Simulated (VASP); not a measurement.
**Ga4O: single point with PBE**

Crystal: Ga4O.

```
Ga O
1.0
     4.42291    0.00000    0.00000
    -2.21145    3.83035    0.00000
     0.00000    0.00000    5.56729
Ga O
4 1
Direct
  0.33333 0.66667 0.74817
  0.33333 0.66667 0.25183
  0.66667 0.33333 0.25183
  0.66667 0.33333 0.74817
  0.00000 0.00000 0.00000
```

The cell was built from a structure type or drawn by symmetry, and may not be a known phase.

```json
{
  "Program": "VASP 6.6.1",
  "Task": "single point",
  "Functional": "PBE",
  "Potentials or basis": "VASP PAW PBE potentials, release 64 (Ga_d, O)",
  "Cutoff": "520 eV",
  "k mesh": "6 × 6 × 4",
  "Occupations": "gaussian, width 0.1 eV",
  "Spin": "no spin polarisation",
  "Dipole correction": "no",
  "Further INCAR settings": "ALGO = Normal; EDIFF = 1e-06; NBANDS = 37"
}
```

The pressure is 0.2 GPa. The largest force is 0.007 eV/Å and the band gap on the k mesh is zero (bands 29 and 30 overlap by 1.09 eV).

Forces on the atoms (eV/Å):
```
Ga   0.000  0.000  0.007
Ga   0.000  0.000 -0.007
Ga   0.000  0.000 -0.007
Ga   0.000  0.000  0.007
O    0.000  0.000  0.000
```

Levels at points of the mesh, in eV from the Fermi level:
```csv
k point,band 25,band 26,band 27,band 28,band 29,band 30,band 31,band 32,band 33,band 34
"(0.00, 0.00, 0.00)",-2.22,-2.22,-1.23,-0.83,-0.38,-0.38,2.63,2.63,2.98,3.73
"(0.50, 0.00, 0.00)",-3.51,-3.31,-3.02,-0.67,-0.24,0.24,0.50,1.30,1.61,6.08
"(0.00, 0.00, 0.50)",-2.18,-1.63,-0.22,-0.08,0.71,0.71,0.80,0.80,1.90,2.34
"(0.50, 0.00, 0.50)",-4.89,-2.99,-1.70,-0.75,-0.65,1.55,2.81,2.85,3.14,3.72
```

Wall time 36 s on 1 thread of Intel(R) Xeon(R) 6975P-C (Granite Rapids), with other jobs on the host, peak memory 0.24 GiB.
